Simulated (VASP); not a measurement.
# MgO (P-6m2) in VASP: further runs

The runs below take MgO through single point, with PBE0.

Program: VASP 6.6.1. These are calculated values, not measurements. Logs are shortened: lines on timing, memory, paths and dates and some standing lists are left out, and cuts for length are marked.

## 1. The cell of the first run

Symmetry: P-6m2, No. 187, hexagonal system. The conventional cell has a = 2.878 Å, b = 2.878 Å, c = 2.625 Å, α = 90.00°, β = 90.00°, γ = 120.00°. Mg (site symmetry -6m2) has 6 O at 2.12 Å and 8 Mg at 2.62 to 2.88 Å within 2.9 Å. O (site symmetry -6m2) has 6 Mg at 2.12 Å and 8 O at 2.62 to 2.88 Å within 2.9 Å.

## 2. Single point, PBE0

Contents of POSCAR:

```
MgO
1.0
    2.8780444641      0.0000000000      0.0000000000
   -1.4390222320      2.4924596191      0.0000000000
    0.0000000000      0.0000000000      2.6249773038
Mg O
1 1
Direct
    0.0000000000      0.0000000000      0.0000000000
    0.3333333333      0.6666666667      0.5000000000
```

Contents of INCAR.step1:

```
SYSTEM = MgO
PREC = Accurate
ENCUT = 520
EDIFF = 1E-5
ISMEAR = -1
SIGMA = 0.05
LREAL = .FALSE.
LASPH = .TRUE.
NELM = 80
ALGO = Normal
ISIF = 2
LWAVE = .TRUE.
LCHARG = .FALSE.
GGA = PE
NBANDS = 11
```

Contents of INCAR.step2:

```
SYSTEM = MgO
PREC = Accurate
ENCUT = 520
EDIFF = 1E-6
ISMEAR = -1
SIGMA = 0.05
LREAL = .FALSE.
LASPH = .TRUE.
NELM = 80
ALGO = Normal
ISIF = 2
LWAVE = .FALSE.
LCHARG = .FALSE.
GGA = PE
LHFCALC = .TRUE.
AEXX = 0.25
PRECFOCK = Normal
ISTART = 1
NBANDS = 11
```

Contents of KPOINTS:

```
Automatic mesh
0
G
  6 6 6
  0 0 0
```

Potentials or basis: VASP PAW PBE potentials, release 64 (Mg, O).

Command:

```bash
> cat potpaw_PBE.64/Mg/POTCAR potpaw_PBE.64/O/POTCAR > POTCAR
> cp INCAR.step1 INCAR
> mpirun -np 1 vasp_std > vasp.out
> cp INCAR.step2 INCAR
> mpirun -np 1 vasp_std > vasp.out
```

OUTCAR:

```text
SYSTEM = MgO
   PREC = Accurate
   ENCUT = 520
   EDIFF = 1E-6
   ISMEAR = -1
   LREAL = .FALSE.
   LASPH = .TRUE.
   NELM = 80
   ISIF = 2
   GGA = PE
   LHFCALC = .TRUE.
   AEXX = 0.25
   PRECFOCK = Normal
   ISTART = 1

 ion  position               nearest neighbor table
   1  0.000  0.000  0.000-   2 2.12   2 2.12   2 2.12   2 2.12   2 2.12   2 2.12
   2  0.333  0.667  0.500-   1 2.12   1 2.12   1 2.12   1 2.12   1 2.12   1 2.12

  LATTYP: Found a hexagonal cell.
 ALAT       =     2.8780444641
 C/A-ratio  =     0.9120697531

  Lattice vectors:

 A1 = (   2.8780444641,   0.0000000000,   0.0000000000)
 A2 = (  -1.4390222320,   2.4924596191,   0.0000000000)
 A3 = (   0.0000000000,   0.0000000000,   2.6249773038)

Analysis of symmetry for initial positions (statically):
=====================================================================
 Subroutine PRICEL returns:
 Original cell was already a primitive cell.

 Routine SETGRP: Setting up the symmetry group for a
 hexagonal supercell.

 Subroutine GETGRP returns: Found 12 space group operations
 (whereof 12 operations were pure point group operations)
 out of a pool of 24 trial point group operations.

The static configuration has the point symmetry D_3h.

Analysis of symmetry for dynamics (positions and initial velocities):
=====================================================================
 Subroutine PRICEL returns:
 Original cell was already a primitive cell.

 Routine SETGRP: Setting up the symmetry group for a
 hexagonal supercell.

 Subroutine GETGRP returns: Found 12 space group operations
 (whereof 12 operations were pure point group operations)
 out of a pool of 24 trial point group operations.

The dynamic configuration has the point symmetry D_3h.

 Subroutine INISYM returns: Found 12 space group operations
 (whereof 12 operations are pure point group operations),
 and found     1 'primitive' translations

----------------------------------------------------------------------------------------

                                     Primitive cell

  volume of cell :      18.8300

  direct lattice vectors                    reciprocal lattice vectors
     2.878044464  0.000000000  0.000000000     0.347458148  0.200605055  0.000000000
    -1.439022232  2.492459619  0.000000000     0.000000000  0.401210111  0.000000000
     0.000000000  0.000000000  2.624977304     0.000000000  0.000000000  0.380955675

  length of vectors
     2.878044464  2.878044464  2.624977304     0.401210111  0.401210111  0.380955675

  position of ions in fractional coordinates (direct lattice)
     0.000000000  0.000000000  0.000000000
     0.333333333  0.666666667  0.500000000

  ion indices of the primitive-cell ions
   primitive index   ion index
                 1           1
                 2           2

----------------------------------------------------------------------------------------

 KPOINTS: Automatic mesh

Automatic generation of k-mesh.
 Grid dimensions read from file:
 generate k-points for:    6    6    6

 Generating k-lattice:

  Cartesian coordinates                     Fractional coordinates (reciprocal lattice)
     0.057909691  0.033434176  0.000000000     0.166666667  0.000000000  0.000000000
     0.000000000  0.066868352  0.000000000     0.000000000  0.166666667  0.000000000
     0.000000000  0.000000000  0.063492612     0.000000000  0.000000000  0.166666667

  Length of vectors
     0.066868352  0.066868352  0.063492612

  Shift w.r.t. Gamma in fractional coordinates (k-lattice)
     0.000000000  0.000000000  0.000000000

 Subroutine IBZKPT returns following result:
 ===========================================

 Found     28 irreducible k-points:

 Following reciprocal coordinates:
            Coordinates               Weight
  0.000000  0.000000  0.000000      1.000000
  0.166667  0.000000  0.000000      6.000000
  0.333333  0.000000  0.000000      6.000000
  0.500000  0.000000  0.000000      3.000000
  0.166667  0.166667  0.000000      6.000000
  0.333333  0.166667  0.000000     12.000000
[... 16 lines left out ...]
  0.166667  0.000000  0.500000      6.000000
  0.333333  0.000000  0.500000      6.000000
 [... further k-points ...]
   k-points           NKPTS =     28   k-points in BZ     NKDIM =    216   number of bands    NBANDS=     11
   number of dos      NEDOS =    301   number of ions     NIONS =      2
   total plane-waves  NPLWV =  11520
   dimension x,y,z NGX =    24 NGY =   24 NGZ =   20
   dimension x,y,z NGXF=    48 NGYF=   48 NGZF=   40
   ions per type =               1   1
   NGX,Y,Z   is equivalent  to a cutoff of  13.86, 13.86, 12.67 a.u.
   NGXF,Y,Z  is equivalent  to a cutoff of  27.73, 27.73, 25.33 a.u.
 SYSTEM =  MgO
   PREC   = accura    normal or accurate (medium, high low for compatibility)
   ISTART =      1    job   : 0-new  1-cont  2-samecut
   ICHARG =      0    charge: 1-file 2-atom 10-const
   ISPIN  =      1    spin polarized calculation?
   LNONCOLLINEAR =      F non collinear calculations
   LSORBIT =      F    spin-orbit coupling
   LASPH  =      T    aspherical Exc in radial PAW
   ENCUT  =  520.0 eV  38.22 Ry    6.18 a.u.   5.35  5.35  4.88*2*pi/ulx,y,z
   NELM   =     80;   NELMIN=  2; NELMDL=  0     # of ELM steps
   EDIFF  = 0.1E-05   stopping-criterion for ELM
   LREAL  =      F    real-space projection
   EDIFFG = 0.1E-04   stopping-criterion for IOM
   NSW    =      0    number of steps for IOM
   IBRION =     -1    ionic relax: 0-MD 1-quasi-New 2-CG
   NFREE  =      0    steps in history (QN), initial steepest desc. (CG)
   ISIF   =      2    stress and relaxation
   ISYM   =      3    0-nonsym 1-usesym 2-fastsym
   POTIM  = 0.5000    time-step for ionic-motion
   TEBEG  =    0.0;   TEEND  =   0.0 temperature during run
   PSTRESS=    0.0 pullay stress
   NELECT =       8.0000    total number of electrons
   NUPDOWN=      -1.0000    fix difference up-down
   EMIN   =  10.00;   EMAX   =-10.00  energy-range for DOS
   EFERMI =   0.00;   METHOD = LEGACY
   ISMEAR =    -1;   SIGMA  =   0.05  broadening in eV -4-tet -1-fermi 0-gaus
   EFERMI_NEDOS =   21; number of points for ismear=-14 and -15
   IALGO  =     38    algorithm
   IMIX   =      1    mixing-type and parameters
     AMIX     =   0.40;   BMIX     =  1.00
     AMIX_MAG =   1.60;   BMIX_MAG =  1.00
  volume/ion in A,a.u.               =       9.42        63.54
  Fermi-wavevector in a.u.,A,eV,Ry     =   1.230706  2.325698 20.607902  1.514638
  Thomas-Fermi vector in A             =   2.365544
   LORBIT       =      0    0 simple, 1 ext, 2 COOP (PROOUT), +10 PAW based schemes
   GGA     = PE    functional components
   LHFCALC =     T    Hartree Fock is set to
   PRECFOCK=normal    Normal, Fast or Accurate (Low or Medium for compatibility)
   ENCUT4O =  -1.0   cutoff for four orbital integrals eV
   NKREDX  =     1    reduce k-point grid by
   NKREDY  =     1    reduce k-point grid by
   NKREDZ  =     1    reduce k-point grid by
   AEXX    =    0.2500 exact exchange contribution
   HFSCREEN=    0.0000 screening length (either q_TF or 0.3 A-1)
   HFSCREENC=   0.0000 screening length for correlation (either q_TF or 0.3 A-1)
   ENCUTFOCK=  -1.0 apply spherical cutoff to Coloumb kernel
   IVDW    =     0    specifies the selected vdW correction
   LEPSILON=     F    determine dielectric tensor
   LRPA    =     F    only Hartree local field effects (RPA)
 non-spin polarized calculation
  energy-cutoff  :      520.00
  volume of cell :       18.83
 maximum number of plane-waves:       526
 NGX is ok and might be reduce to    24
  NGX = 18; NGY = 18; NGZ = 16

 number of electron       7.9999996 magnetization

 Free energy of the ion-electron system (eV)
  ---------------------------------------------------
  ext. energy  EPLUGINS =         0.00000000
  ---------------------------------------------------
  free energy    TOTEN  =       -14.05345417 eV

  energy without entropy =      -14.05345417  energy(sigma->0) =      -14.05345417

 E-fermi :   3.2834     XC(G=0):  -8.6458

 val. band max:        2.1780270125   @ k =   0.3333   0.3333   0.0000
 cond. band min:       8.0216090415   @ k =   0.0000   0.0000   0.0000
 fundamental gap:      5.8435820290
 Fermi energy:         3.2833769573

 k-point     1 :       0.0000    0.0000    0.0000
  band No.  band energies     occupation
      1     -17.1884      2.00000
      2       1.5043      2.00000
      3       1.5043      2.00000
      4       1.7368      2.00000
      5       8.0216      0.00000
      6      16.8936      0.00000
      7      21.0288      0.00000
      8      21.0288      0.00000
      9      25.5208      0.00000
     10      27.2006      0.00000
     11      28.8396      0.00000

 k-point     2 :       0.1667    0.0000    0.0000
  band No.  band energies     occupation
      1     -16.9149      2.00000
      2      -0.0908      2.00000
      3       1.2802      2.00000
      4       1.8284      2.00000
      5       9.4599      0.00000
      6      16.8648      0.00000
      7      19.2690      0.00000
      8      21.8564      0.00000
      9      26.5719      0.00000
     10      27.2170      0.00000
     11      29.2782      0.00000

 k-point     3 :       0.3333    0.0000    0.0000
  band No.  band energies     occupation
      1     -16.3064      2.00000
      2      -2.3739      2.00000
      3       0.8670      2.00000
      4       2.0219      2.00000
      5      11.1932      0.00000
      6      15.9611      0.00000
      7      19.1245      0.00000
      8      23.3754      0.00000
      9      25.2242      0.00000
     10      26.8951      0.00000
     11      31.2728      0.00000
[... 267 lines left out ...]
 k-point    23 :       0.1667    0.0000    0.5000
  band No.  band energies     occupation
      1     -15.7322      2.00000
      2      -3.4594      2.00000
      3       0.9762      2.00000
      4       1.8507      2.00000
      5      13.4521      0.00000
      6      14.9371      0.00000
      7      21.5730      0.00000
      8      22.1571      0.00000
      9      22.1796      0.00000
     10      25.0466      0.00000
     11      27.7519      0.00000

 k-point    24 :       0.3333    0.0000    0.5000
  band No.  band energies     occupation
      1     -15.3077      2.00000
      2      -2.5825      2.00000
      3      -0.8610      2.00000
      4       1.4168      2.00000
      5      11.5493      0.00000
      6      16.6186      0.00000
      7      20.2775      0.00000
      8      20.6807      0.00000
      9      21.1642      0.00000
     10      27.5053      0.00000
     11      27.5900      0.00000

 [... further k-points ...]
[... 5 lines left out ...]
  --------------------------------------------------------------------------------------
  -------------------------------------------------------------------------------------
  Total        0.3580890      0.3580890      0.4724601      0.0000000     -0.0000000      0.0000000
  in kB       30.4684547     30.4684547     40.1998568      0.0000000     -0.0000000      0.0000000
  external PRESSURE =      33.7122554 kB  Pullay stress =       0.0000000 kB

 VOLUME and BASIS-vectors are now :
 -----------------------------------------------------------------------------
  energy-cutoff  :      520.00
  volume of cell :       18.83
      direct lattice vectors                 reciprocal lattice vectors
     2.878044464  0.000000000  0.000000000     0.347458148  0.200605055  0.000000000
    -1.439022232  2.492459619  0.000000000     0.000000000  0.401210111  0.000000000
     0.000000000  0.000000000  2.624977304     0.000000000  0.000000000  0.380955675

 POSITION                                       TOTAL-FORCE (eV/Angst)
 -----------------------------------------------------------------------------------
      0.00000      0.00000      0.00000        -0.000000      0.000000      0.000000
     -0.00000      1.66164      1.31249         0.000000      0.000000      0.000000
 -----------------------------------------------------------------------------------
    total drift:                               -0.000000      0.000000     -0.000000

  FREE ENERGIE OF THE ION-ELECTRON SYSTEM (eV)
  ---------------------------------------------------
  free  energy   TOTEN  =       -14.0534541694 eV

  energy  without entropy=      -14.0534541694  energy(sigma->0) =      -14.05345417
```

Run time: 7.4 min. Hardware: 1 thread of Intel Xeon 6975P-C (Granite Rapids), shared host; peak memory 0.15 GiB.

What came out:

| Quantity | Value |
| --- | --- |
| Free energy | -14.0535 eV |
| Pressure | 3.4 GPa |
| Band gap on the k mesh | 5.84 eV (least direct gap 6.28 eV) |

Stress tensor (GPa, compression positive):
```
3.05 0.00 0.00
0.00 3.05 0.00
0.00 0.00 4.02
```

Caveat: the k points lie up to 0.42 Å⁻¹ apart; the PAW data sets were made with another functional, which shifts forces and pressure a little. A k mesh can miss the band edges.

## 3. Single point, PBE0

This run uses another cell than the first one, of 9.62 Å³/atom.

Contents of POSCAR:

```
MgO
1.0
    2.8983130506      0.0000000000      0.0000000000
   -1.4491565253      2.5100127300      0.0000000000
    0.0000000000      0.0000000000      2.6434636685
Mg O
1 1
Direct
    0.0000000000      0.0000000000      0.0000000000
    0.3333333333      0.6666666667      0.5000000000
```

INCAR.step1: that of step 2 with these lines changed.

```diff
@@ -8,3 +8,3 @@
 LASPH = .TRUE.
-NELM = 80
+NELM = 60
 ALGO = Normal
@@ -13,3 +13,3 @@
 LCHARG = .FALSE.
+NBANDS = 11
 GGA = PE
-NBANDS = 11
```

INCAR.step2: that of step 2 with these lines changed.

```diff
@@ -8,3 +8,3 @@
 LASPH = .TRUE.
-NELM = 80
+NELM = 60
 ALGO = Normal
@@ -17,3 +17,3 @@
 PRECFOCK = Normal
+NBANDS = 11
 ISTART = 1
-NBANDS = 11
```

Contents of KPOINTS:

```
regular mesh
0
G
  6 6 6
  0 0 0
```

Potentials or basis: VASP PAW PBE potentials, release 64 (Mg, O).

Command:

```bash
> cat potpaw_PBE.64/Mg/POTCAR potpaw_PBE.64/O/POTCAR > POTCAR
> cp INCAR.step1 INCAR
> mpirun -np 1 vasp_std > vasp.out
> cp INCAR.step2 INCAR
> mpirun -np 1 vasp_std > vasp.out
```

Run time: 7.1 min. Hardware: 1 thread of Intel Xeon 6975P-C (Granite Rapids), shared host; peak memory 0.15 GiB.

The run converged. Its results:

- Free energy: -14.0580 eV
- Pressure: -0.1 GPa
- Band gap on the k mesh: 5.66 eV (least direct gap 6.09 eV)

Stress tensor (GPa, compression positive):
```
-0.14  0.00  0.00
 0.00 -0.14  0.00
 0.00  0.00 -0.02
```

Levels at points of the mesh, in eV from the valence-band top:
| k point | band 1 | band 2 | band 3 | band 4 | band 5 | band 6 | band 7 | band 8 | band 9 |
| --- | --- | --- | --- | --- | --- | --- | --- | --- | --- |
| (0.00, 0.00, 0.00) | -19.25 | -0.66 | -0.66 | -0.44 | 5.66 | 14.63 | 18.65 | 18.65 | 23.08 |
| (0.50, 0.00, 0.00) | -18.07 | -5.42 | -1.47 | -0.05 | 9.26 | 13.92 | 16.10 | 21.48 | 22.12 |
| (0.00, 0.00, 0.50) | -18.04 | -5.92 | -0.09 | -0.09 | 11.24 | 12.11 | 20.65 | 20.65 | 21.61 |
| (0.50, 0.00, 0.50) | -17.21 | -4.17 | -3.77 | -0.94 | 8.36 | 14.34 | 17.52 | 18.38 | 18.43 |

Caveat: the PAW data sets were made with another functional, which shifts forces and pressure a little. A k mesh can miss the band edges.
